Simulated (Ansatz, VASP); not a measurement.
Two plane-wave programs on Zn

```
Zn
1.0
     2.59497    0.00000    0.00000
    -1.29749    2.24731    0.00000
     0.00000    0.00000    4.99170
Zn
2
Cartesian
  0.0000 1.4982 1.2479
  1.2975 0.7491 3.7438
```

Alike in both runs: functional r2SCAN; k mesh 18 × 18 × 8; occupations gaussian, width 0.1 eV; no spin polarisation.

Ansatz relaxed the structure, and its values are those at the end. VASP's run is a single point on that final structure, the one shown.

|  | VASP | Ansatz |
| --- | --- | --- |
| version | VASP 6.6.1 | Ansatz 0.2.0 |
| potentials or method | VASP PAW PBE potentials, release 64 (Zn), cutoff 520 eV | scalar-relativistic, plane waves, PAW |
| valence electrons in the cell | 24 | 24 |

```csv
,VASP,Ansatz,Ansatz less VASP
gap on the k mesh at the Fermi level (eV),none,none,-
pressure (GPa),0.5,0.0,-0.51
```

VASP's potentials were made for PBE, not for r2SCAN. A gap of «none» marks a metal or a gap that the smearing closes. The functional is the same, so the differences come from potentials, cutoffs and numerics.
